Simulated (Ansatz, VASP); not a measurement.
TaN in VASP and in Ansatz

INCAR

```
PREC = Accurate ; ENCUT = 520
EDIFF = 1E-6 ; ISMEAR = 0
SIGMA = 0.15 ; LREAL = False
LASPH = True ; NELM = 80
ALGO = Normal ; ISIF = 2
LWAVE = False ; LCHARG = False
GGA = PS ; NBANDS = 24
```

Contents of KPOINTS:

```
regular mesh
0
Gamma
  18 18 12
```

The input POSCAR:

```
TaN
1.0
    2.8701609143      0.0000000000      0.0000000000
   -1.4350804572      2.4856322647      0.0000000000
    0.0000000000      0.0000000000      5.5784615792
Ta N
2 2
Direct
    0.3333333333      0.6666666667      0.0000000000
    0.6666666667      0.3333333333      0.5000000000
    0.3333333333      0.6666666667      0.3850000000
    0.6666666667      0.3333333333      0.8850000000
```

Input for Ansatz:

```yaml
crystal:
  lattice:
    - [2.8701609143, 0.0, 0.0]
    - [-1.4350804572, 2.4856322647, 0.0]
    - [0.0, 0.0, 5.5784615792]
  atoms:
    - { symbol: Ta, position: [0.3333333333, 0.6666666667, 0.0] }
    - { symbol: Ta, position: [0.6666666667, 0.3333333333, 0.5] }
    - { symbol: "N", position: [0.3333333333, 0.6666666667, 0.385] }
    - { symbol: "N", position: [0.6666666667, 0.3333333333, 0.885] }
basis:
  ecutwfc: 420
kpoints:
  mp_grid: { grid: [18, 18, 12] }
hamiltonian:
  xc: pbesol
scf:
  occupations: { method: gaussian, width: 0.15 }
output:
  forces: true
  stress: true
  eigenvalues: true
```

Alike in both runs: task single point; functional PBEsol; k mesh 18 × 18 × 12; occupations gaussian, width 0.15 eV; no spin polarisation.

|  | VASP | Ansatz |
| --- | --- | --- |
| version | VASP 6.6.1 | Ansatz 0.2.0 |
| potentials or method | VASP PAW PBE potentials, release 64 (Ta_pv, N), cutoff 520 eV | scalar-relativistic, plane waves, PAW |
| valence electrons in the cell | 32 | 36 |

Ansatz gave:

```
gap on the k mesh at the Fermi level (eV) : none
rms of the force components (eV/Å)        : 5.449
```

Problem. Which values does VASP return?

Solution. gap on the k mesh at the Fermi level (eV): none; rms of the force components (eV/Å): 5.583.

VASP's potentials were made for PBE, not for PBEsol. Atom by atom the forces differ by 0.134 eV/Å (rms over components). A gap of «none» marks a metal or a gap that the smearing closes. The functional is the same, so the differences come from potentials, cutoffs and numerics. VASP's potentials hold 32 valence electrons a cell and Ansatz's 36, so a difference there can come from the potentials and not from the codes.

Spin-orbit coupling is off throughout.
